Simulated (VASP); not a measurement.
# Cu (Fm-3m) in VASP: further runs

The runs below take Cu through relaxation of cell and atoms, single point, with PBEsol.

All numbers are computed with VASP 6.6.1; they aren't measurements. Logs are shortened: lines on timing, memory, paths and dates and some standing lists are left out, and cuts for length are marked.

### Step 1. The cell of the first run

It takes space group Fm-3m (No. 225, cubic). Conventional cell: a = 3.615 Å, b = 3.615 Å, c = 3.615 Å, α = 90.00°, β = 90.00°, γ = 90.00°. Cu (site symmetry m-3m) has 12 Cu at 2.56 Å within 3.4 Å.

### Step 2. Relaxation of cell and atoms, PBEsol

Input file INCAR:

```
PREC = Accurate
ENCUT = 600
EDIFF = 1E-6
ISMEAR = 0
SIGMA = 0.1
LREAL = F
LASPH = T
NELM = 100
ALGO = Normal
ISIF = 3
LWAVE = F
LCHARG = F
GGA = PS
IBRION = 2
NSW = 100
EDIFFG = -0.005
```

Input file KPOINTS:

```
regular mesh
0
Gamma
  20 20 20
```

Input file POSCAR:

```
Cu
1.0
    0.0000000000      1.8075000000      1.8075000000
    1.8075000000      0.0000000000      1.8075000000
    1.8075000000      1.8075000000      0.0000000000
Cu
1
Direct
    0.0000000000      0.0000000000      0.0000000000
```

Potentials or basis: VASP PAW PBE potentials, release 64 (Cu).

Started as:

```bash
cat potpaw_PBE.64/Cu/POTCAR > POTCAR
mpirun -np 1 vasp_std > vasp.out
```

OUTCAR:

```text
PREC = Accurate
   ENCUT = 600
   EDIFF = 1E-6
   ISMEAR = 0
   LREAL = F
   LASPH = T
   NELM = 100
   ISIF = 3
   GGA = PS
   IBRION = 2
   NSW = 100
   EDIFFG = -0.005

 ion  position               nearest neighbor table
   1  0.000  0.000  0.000-

  LATTYP: Found a face centered cubic cell.
 ALAT       =     3.6150000000

  Lattice vectors:

 A1 = (   0.0000000000,   1.8075000000,   1.8075000000)
 A2 = (   1.8075000000,   0.0000000000,   1.8075000000)
 A3 = (   1.8075000000,   1.8075000000,   0.0000000000)

Analysis of symmetry for initial positions (statically):
=====================================================================
 Subroutine PRICEL returns:
 Original cell was already a primitive cell.

 Routine SETGRP: Setting up the symmetry group for a
 face centered cubic supercell.

 Subroutine GETGRP returns: Found 48 space group operations
 (whereof 48 operations were pure point group operations)
 out of a pool of 48 trial point group operations.

The static configuration has the point symmetry O_h .

Analysis of symmetry for dynamics (positions and initial velocities):
=====================================================================
 Subroutine PRICEL returns:
 Original cell was already a primitive cell.

 Routine SETGRP: Setting up the symmetry group for a
 face centered cubic supercell.

 Subroutine GETGRP returns: Found 48 space group operations
 (whereof 48 operations were pure point group operations)
 out of a pool of 48 trial point group operations.

The dynamic configuration has the point symmetry O_h .

 Subroutine INISYM returns: Found 48 space group operations
 (whereof 48 operations are pure point group operations),
 and found     1 'primitive' translations

----------------------------------------------------------------------------------------

                                     Primitive cell

  volume of cell :      11.8104

  direct lattice vectors                    reciprocal lattice vectors
     0.000000000  1.807500000  1.807500000    -0.276625173  0.276625173  0.276625173
     1.807500000  0.000000000  1.807500000     0.276625173 -0.276625173  0.276625173
     1.807500000  1.807500000  0.000000000     0.276625173  0.276625173 -0.276625173

  length of vectors
     2.556191014  2.556191014  2.556191014     0.479128854  0.479128854  0.479128854

  position of ions in fractional coordinates (direct lattice)
     0.000000000  0.000000000  0.000000000

  ion indices of the primitive-cell ions
   primitive index   ion index
                 1           1

----------------------------------------------------------------------------------------

 KPOINTS: regular mesh

Automatic generation of k-mesh.
 Grid dimensions read from file:
 generate k-points for:   20   20   20

 Generating k-lattice:

  Cartesian coordinates                     Fractional coordinates (reciprocal lattice)
    -0.013831259  0.013831259  0.013831259     0.050000000  0.000000000  0.000000000
     0.013831259 -0.013831259  0.013831259     0.000000000  0.050000000  0.000000000
     0.013831259  0.013831259 -0.013831259     0.000000000  0.000000000  0.050000000

  Length of vectors
     0.023956443  0.023956443  0.023956443

  Shift w.r.t. Gamma in fractional coordinates (k-lattice)
     0.000000000  0.000000000  0.000000000

 Subroutine IBZKPT returns following result:
 ===========================================

 Found    256 irreducible k-points:

 Following reciprocal coordinates:
            Coordinates               Weight
  0.000000  0.000000  0.000000      1.000000
  0.050000  0.000000  0.000000      8.000000
  0.100000  0.000000  0.000000      8.000000
  0.150000  0.000000  0.000000      8.000000
  0.200000  0.000000  0.000000      8.000000
  0.250000  0.000000  0.000000      8.000000
[... 16 lines left out ...]
 -0.400000  0.050000  0.000000     24.000000
 -0.350000  0.050000  0.000000     24.000000
 [... further k-points ...]
   k-points           NKPTS =    256   k-points in BZ     NKDIM =    256   number of bands    NBANDS=      9
   number of dos      NEDOS =    301   number of ions     NIONS =      1
   total plane-waves  NPLWV =   8000
   dimension x,y,z NGX =    20 NGY =   20 NGZ =   20
   dimension x,y,z NGXF=    40 NGYF=   40 NGZF=   40
   ions per type =               1
   NGX,Y,Z   is equivalent  to a cutoff of  13.01, 13.01, 13.01 a.u.
   NGXF,Y,Z  is equivalent  to a cutoff of  26.01, 26.01, 26.01 a.u.
 SYSTEM =  unknown system
   PREC   = accura    normal or accurate (medium, high low for compatibility)
   ISTART =      0    job   : 0-new  1-cont  2-samecut
   ICHARG =      2    charge: 1-file 2-atom 10-const
   ISPIN  =      1    spin polarized calculation?
   LNONCOLLINEAR =      F non collinear calculations
   LSORBIT =      F    spin-orbit coupling
   LASPH  =      T    aspherical Exc in radial PAW
   ENCUT  =  600.0 eV  44.10 Ry    6.64 a.u.   5.11  5.11  5.11*2*pi/ulx,y,z
   NELM   =    100;   NELMIN=  2; NELMDL= -5     # of ELM steps
   EDIFF  = 0.1E-05   stopping-criterion for ELM
   LREAL  =      F    real-space projection
   EDIFFG = -.5E-02   stopping-criterion for IOM
   NSW    =    100    number of steps for IOM
   IBRION =      2    ionic relax: 0-MD 1-quasi-New 2-CG
   NFREE  =      1    steps in history (QN), initial steepest desc. (CG)
   ISIF   =      3    stress and relaxation
   ISYM   =      2    0-nonsym 1-usesym 2-fastsym
   POTIM  = 0.5000    time-step for ionic-motion
   TEBEG  =    0.0;   TEEND  =   0.0 temperature during run
   PSTRESS=    0.0 pullay stress
   NELECT =      11.0000    total number of electrons
   NUPDOWN=      -1.0000    fix difference up-down
   EMIN   =  10.00;   EMAX   =-10.00  energy-range for DOS
   EFERMI =   0.00;   METHOD = LEGACY
   ISMEAR =     0;   SIGMA  =   0.10  broadening in eV -4-tet -1-fermi 0-gaus
   EFERMI_NEDOS =   21; number of points for ismear=-14 and -15
   IALGO  =     38    algorithm
   IMIX   =      4    mixing-type and parameters
     AMIX     =   0.40;   BMIX     =  1.00
     AMIX_MAG =   1.60;   BMIX_MAG =  1.00
  volume/ion in A,a.u.               =      11.81        79.70
  Fermi-wavevector in a.u.,A,eV,Ry     =   1.598763  3.021224 34.777078  2.556043
  Thomas-Fermi vector in A             =   2.696162
   LORBIT       =      0    0 simple, 1 ext, 2 COOP (PROOUT), +10 PAW based schemes
   GGA     = PS    functional components
   LHFCALC =     F    Hartree Fock is set to
   AEXX    =    0.0000 exact exchange contribution
   IVDW    =     0    specifies the selected vdW correction
   LEPSILON=     F    determine dielectric tensor
   LRPA    =     F    only Hartree local field effects (RPA)
 conjugate gradient relaxation of ions
 non-spin polarized calculation
 Gauss-broadening in eV      SIGMA  =   0.10
  energy-cutoff  :      600.00
  volume of cell :       11.81
 maximum number of plane-waves:       411
   NGX = 11   NGY = 11   NGZ = 11

--------------------------------------- Ionic step        1  -------------------------------------------

 number of electron      11.0000001 magnetization

 Free energy of the ion-electron system (eV)
  ---------------------------------------------------
  ext. energy  EPLUGINS =         0.00000000
  ---------------------------------------------------
  free energy    TOTEN  =        -4.30202888 eV

  energy without entropy =       -4.30069649  energy(sigma->0) =       -4.30136269

------------------------ aborting loop because EDIFF is reached ----------------------------------------

  FORCE on cell =-STRESS in cart. coord.  units (eV):
  Direction    XX          YY          ZZ          XY          YZ          ZX
  --------------------------------------------------------------------------------------
  -------------------------------------------------------------------------------------
  Total       -0.4222890     -0.4222890     -0.4222890     -0.0000000      0.0000000      0.0000000
  in kB      -57.2869198    -57.2869198    -57.2869198     -0.0000000      0.0000000      0.0000000
  external PRESSURE =     -57.2869198 kB  Pullay stress =       0.0000000 kB
[... 55 lines left out ...]
  energy  without entropy=       -4.3058432946  energy(sigma->0) =       -4.30648392

--------------------------------------- Ionic step        3  -------------------------------------------

 number of electron      11.0000013 magnetization

 Free energy of the ion-electron system (eV)
  ---------------------------------------------------
  ext. energy  EPLUGINS =         0.00000000
  ---------------------------------------------------
  free energy    TOTEN  =        -4.31033626 eV

  energy without entropy =       -4.30904411  energy(sigma->0) =       -4.30969019

 E-fermi :   7.8501     XC(G=0): -13.1340

 val. band max:        7.7964880284   @ k =   0.4500   0.3000   0.0000
 cond. band min:       7.8533669106   @ k =   0.5000   0.2500   0.1000
 fundamental gap:      0.0568788822
 Fermi energy:         7.8501177763

 k-point     1 :       0.0000    0.0000    0.0000
  band No.  band energies     occupation
      1      -1.8014      2.00000
      2       4.7395      2.00000
      3       4.7395      2.00000
      4       4.7395      2.00000
      5       5.6228      2.00000
      6       5.6228      2.00000
      7      30.7759      0.00000
      8      33.6915      0.00000
      9      33.6915      0.00000
[... 265 lines left out ...]
 k-point    24 :      -0.3500    0.0500    0.0000
  band No.  band energies     occupation
      1       2.1009      2.00000
      2       4.7690      2.00000
      3       4.8119      2.00000
      4       4.9180      2.00000
      5       5.9547      2.00000
      6       6.2481      2.00000
      7      15.3705      0.00000
      8      28.0854      0.00000
      9      30.4693      0.00000

 [... further k-points ...]

------------------------ aborting loop because EDIFF is reached ----------------------------------------

  FORCE on cell =-STRESS in cart. coord.  units (eV):
  Direction    XX          YY          ZZ          XY          YZ          ZX
  --------------------------------------------------------------------------------------
  -------------------------------------------------------------------------------------
  Total        0.0020522      0.0020522      0.0020522     -0.0000000     -0.0000000      0.0000000
  in kB        0.2893266      0.2893266      0.2893266     -0.0000000     -0.0000000      0.0000000
  external PRESSURE =       0.2893266 kB  Pullay stress =       0.0000000 kB
[... 16 lines left out ...]
  FREE ENERGIE OF THE ION-ELECTRON SYSTEM (eV)
  ---------------------------------------------------
  free  energy   TOTEN  =        -4.3103362648 eV

  energy  without entropy=       -4.3090441056  energy(sigma->0) =       -4.30969019

 reached required accuracy - stopping structural energy minimisation
```

Wall time 31 s (1 thread of AMD EPYC 9R45 (Zen 5), shared host); peak memory 0.12 GiB.

Results:

| Quantity | Value |
| --- | --- |
| Free energy | -4.3103 eV |
| Relaxed volume | 11.36 Å³/atom |
| Relaxed cell | a = 2.524 Å, b = 2.524 Å, c = 2.524 Å, α = 60.00°, β = 60.00°, γ = 60.00° |
| Space group after relaxing (to 0.05 Å) | Fm-3m (No. 225) |
| Energy gained by relaxing | 8.3 meV/atom |
| Ionic steps | 3 |
| Pressure after relaxing | 0.0 GPa |

The path:
| step | energy change (eV) | largest force (eV/Å) | pressure (GPa) | volume (Å³) |
| --- | --- | --- | --- | --- |
| 1 | 0.0000 | 0.0000 | -5.73 | 11.81 |
| 2 | -0.0051 | 0.0000 | 4.09 | 11.10 |
| 3 | -0.0083 | 0.0000 | 0.03 | 11.36 |

Final structure:
```
Cu
1.0
     0.00000    1.78445    1.78445
     1.78445    0.00000    1.78445
     1.78445    1.78445    0.00000
Cu
1
Direct
  0.00000 0.00000 0.00000
```

Levels at points of the mesh, in eV from the Fermi level:
| k point | band 2 | band 3 | band 4 | band 5 | band 6 | band 7 | band 8 | band 9 |
| --- | --- | --- | --- | --- | --- | --- | --- | --- |
| (0.00, 0.00, 0.00) | -3.11 | -3.11 | -3.11 | -2.23 | -2.23 | 22.93 | 25.84 | 25.84 |
| (0.50, 0.00, 0.00) | -3.14 | -3.14 | -1.63 | -1.63 | -1.12 | 3.97 | 21.40 | 22.65 |
| (0.50, 0.50, 0.00) | -4.60 | -1.64 | -1.48 | -1.48 | 1.46 | 7.40 | 13.37 | 13.37 |

Caveat: the PAW data sets were made with another functional, which shifts forces and pressure a little.

### Step 3. Single point, PBEsol

This run uses another cell than the first one, of 11.31 Å³/atom, 0.958 times its volume.

Input file INCAR:

```
SYSTEM = Cu
PREC = Accurate
ENCUT = 520
EDIFF = 1E-7
ISMEAR = 0
SIGMA = 0.1
LREAL = .False.
LASPH = .True.
NELM = 80
ALGO = Normal
ISIF = 2
LWAVE = .False.
LCHARG = .False.
GGA = PS
NBANDS = 12
```

Input file KPOINTS:

```
regular mesh
0
Gamma
  20 20 20
  0 0 0
```

Input file POSCAR:

```
Cu
1.0
    0.0000000000      1.7816860424      1.7816860424
    1.7816860424      0.0000000000      1.7816860424
    1.7816860424      1.7816860424      0.0000000000
Cu
1
Direct
    0.0000000000      0.0000000000      0.0000000000
```

Potentials or basis: VASP PAW PBE potentials, release 64 (Cu).

Started as:

```bash
cat potpaw_PBE.64/Cu/POTCAR > POTCAR
mpirun -np 1 vasp_std > vasp.out
```

OUTCAR:

```text
SYSTEM = Cu
   PREC = Accurate
   ENCUT = 520
   EDIFF = 1E-7
   ISMEAR = 0
   LREAL = .False.
   LASPH = .True.
   NELM = 80
   ISIF = 2
   GGA = PS

 ion  position               nearest neighbor table
   1  0.000  0.000  0.000-

  LATTYP: Found a face centered cubic cell.
 ALAT       =     3.5633720848

  Lattice vectors:

 A1 = (   0.0000000000,   1.7816860424,   1.7816860424)
 A2 = (   1.7816860424,   0.0000000000,   1.7816860424)
 A3 = (   1.7816860424,   1.7816860424,   0.0000000000)

Analysis of symmetry for initial positions (statically):
=====================================================================
 Subroutine PRICEL returns:
 Original cell was already a primitive cell.

 Routine SETGRP: Setting up the symmetry group for a
 face centered cubic supercell.

 Subroutine GETGRP returns: Found 48 space group operations
 (whereof 48 operations were pure point group operations)
 out of a pool of 48 trial point group operations.

The static configuration has the point symmetry O_h .

Analysis of symmetry for dynamics (positions and initial velocities):
[... 169 lines left out ...]
      4       4.7844      2.00000
      5       5.6741      2.00000
      6       5.6741      2.00000
      7      30.8730      0.00000
      8      33.8250      0.00000
      9      33.8250      0.00000
     10      33.8250      0.00000
     11      36.3439      0.00000
     12      36.3439      0.00000
[... 331 lines left out ...]
 k-point    24 :      -0.3500    0.0500    0.0000
  band No.  band energies     occupation
      1       2.1336      2.00000
      2       4.8139      2.00000
      3       4.8572      2.00000
      4       4.9621      2.00000
      5       6.0082      2.00000
      6       6.3033      2.00000
      7      15.4590      0.00000
      8      28.1984      0.00000
      9      30.5819      0.00000
     10      31.7764      0.00000
     11      33.9934      0.00000
     12      35.8075      0.00000

 [... further k-points ...]

------------------------ aborting loop because EDIFF is reached ----------------------------------------

  FORCE on cell =-STRESS in cart. coord.  units (eV):
  Direction    XX          YY          ZZ          XY          YZ          ZX
  --------------------------------------------------------------------------------------
  -------------------------------------------------------------------------------------
  Total        0.0518300      0.0518300      0.0518300     -0.0000000      0.0000000      0.0000000
  in kB        7.3412138      7.3412138      7.3412138     -0.0000000      0.0000000      0.0000000
  external PRESSURE =       7.3412138 kB  Pullay stress =       0.0000000 kB

 VOLUME and BASIS-vectors are now :
 -----------------------------------------------------------------------------
  energy-cutoff  :      520.00
  volume of cell :       11.31
      direct lattice vectors                 reciprocal lattice vectors
     0.000000000  1.781686042  1.781686042    -0.280633057  0.280633057  0.280633057
     1.781686042  0.000000000  1.781686042     0.280633057 -0.280633057  0.280633057
     1.781686042  1.781686042  0.000000000     0.280633057  0.280633057 -0.280633057

 POSITION                                       TOTAL-FORCE (eV/Angst)
 -----------------------------------------------------------------------------------
      0.00000      0.00000      0.00000         0.000000     -0.000000     -0.000000
 -----------------------------------------------------------------------------------
    total drift:                                0.000000      0.000000      0.000000

  FREE ENERGIE OF THE ION-ELECTRON SYSTEM (eV)
  ---------------------------------------------------
  free  energy   TOTEN  =        -4.3099320464 eV

  energy  without entropy=       -4.3086425837  energy(sigma->0) =       -4.30928732
```

OSZICAR:

```text
N       E                     dE             d eps       ncg     rms          rms(c)
DAV:   1     0.418146585856E+02    0.41815E+02   -0.53825E+03  6820   0.155E+03
DAV:   2    -0.407183399026E+01   -0.45886E+02   -0.42317E+02  6320   0.205E+02
DAV:   3    -0.540085070449E+01   -0.13290E+01   -0.13202E+01  7208   0.397E+01
DAV:   4    -0.540869014904E+01   -0.78394E-02   -0.78382E-02  7052   0.271E+00
DAV:   5    -0.540875939458E+01   -0.69246E-04   -0.69245E-04  7280   0.259E-01    0.843E+00
DAV:   6    -0.473819930646E+01    0.67056E+00   -0.16948E+01  7312   0.787E+01    0.412E+00
DAV:   7    -0.432495099017E+01    0.41325E+00   -0.25508E+00  7356   0.304E+01    0.599E-01
DAV:   8    -0.431162609330E+01    0.13325E-01   -0.52040E-03  7112   0.107E+00    0.306E-01
DAV:   9    -0.430992294110E+01    0.17032E-02   -0.91154E-03  7620   0.163E+00    0.210E-02
DAV:  10    -0.430993100487E+01   -0.80638E-05   -0.28896E-05  8724   0.852E-02    0.572E-03
DAV:  11    -0.430993203088E+01   -0.10260E-05   -0.45855E-07  7572   0.114E-02    0.323E-04
DAV:  12    -0.430993204644E+01   -0.15565E-07   -0.95072E-09  4156   0.147E-03
   1 F= -.43099320E+01 E0= -.43092873E+01  d E =-.128946E-02
```

stdout:

```text
POSCAR found type information on POSCAR Cu
 POSCAR found :  1 types and       1 ions
 scaLAPACK will be used
 -----------------------------------------------------------------------------
|                                                                             |
|                                                                             |
|     You enforced a specific xc type in the INCAR file but a different       |
|     I HOPE YOU KNOW WHAT YOU ARE DOING!                                     |
|                                                                             |
 -----------------------------------------------------------------------------

 LDA part: xc-table for (Slater+PW92), standard interpolation
 POSCAR, INCAR and KPOINTS ok, starting setup
 FFT: planning ... GRIDC
 FFT: planning ... GRID_SOFT
 FFT: planning ... GRID
 WAVECAR not read
 entering main loop
```

Wall time 18 s (1 thread of Intel Xeon Platinum 8488C (Sapphire Rapids), shared host); peak memory 0.15 GiB.

Results:

* Free energy: -4.3099 eV
* Pressure: 0.7 GPa

Caveat: the PAW data sets were made with another functional, which shifts forces and pressure a little.

(Continued in part 2 of 2.)
